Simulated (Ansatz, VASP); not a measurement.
## Two plane-wave programs on CdO

```
Cd O
1.0
     0.00000    2.36245    2.36245
     2.36245    0.00000    2.36245
     2.36245    2.36245    0.00000
Cd O
1 1
Direct
  0.00000 0.00000 0.00000
  0.50000 0.50000 0.50000
```

Alike in both runs: task single point; functional PBE; dispersion D4; k mesh 8 × 8 × 8; occupations gaussian, width 0.05 eV; no spin polarisation.

|  | VASP | Ansatz |
| --- | --- | --- |
| version | VASP 6.6.1 | Ansatz 0.2.0 |
| potentials or method | VASP PAW PBE potentials, release 64 (Cd, O), cutoff 600 eV | scalar-relativistic, plane waves, PAW |
| valence electrons in the cell | 18 | 26 |

|  | VASP | Ansatz | Ansatz less VASP |
| --- | --- | --- | --- |
| gap on the k mesh at the Fermi level (eV) | none | none | - |
| pressure (GPa) | 1.3 | 0.2 | -1.15 |

A gap of «none» marks a metal or a gap that the smearing closes. VASP's potentials hold 18 valence electrons a cell and Ansatz's 26, so a difference there can come from the potentials and not from the codes.
